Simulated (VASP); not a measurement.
Y: single point with PBE

Y:

```
Y
1.0
    -2.02275    2.02275    2.02275
     2.02275   -2.02275    2.02275
     2.02275    2.02275   -2.02275
Y
1
Cartesian
  0.0000 0.0000 0.0000
```

This isn't the form of Y at room conditions, which is hcp.

* Program: VASP 6.6.1
* Task: single point
* Functional: PBE
* Potentials or basis: VASP PAW PBE potentials, release 64 (Y_sv)
* Cutoff: 520 eV
* k mesh: 18 × 18 × 18
* Occupations: fermi-dirac, width 0.1 eV
* Spin: no spin polarisation

```yaml
Pressure: -0.1 GPa
Band_gap_on_the_k_mesh: zero (an odd number of electrons rules out a gap without spin polarisation)
```

Levels at points of the mesh, in eV from the Fermi level:
```tsv
k point	band 2	band 3	band 4	band 5	band 6	band 7	band 8	band 9
(0.00, 0.00, 0.00)	-22.57	-22.57	-22.57	-4.80	1.66	1.66	1.66	3.56
(0.50, 0.00, 0.00)	-23.11	-22.74	-22.58	-1.98	0.19	0.72	3.49	4.13
(0.50, 0.50, 0.50)	-22.94	-22.94	-22.94	-1.43	-1.43	5.23	5.23	5.23
```

Run time: 39 s on 1 thread of AMD EPYC 9R45 96-Core Processor (Zen 5), on a shared host, peak memory 0.21 GiB.
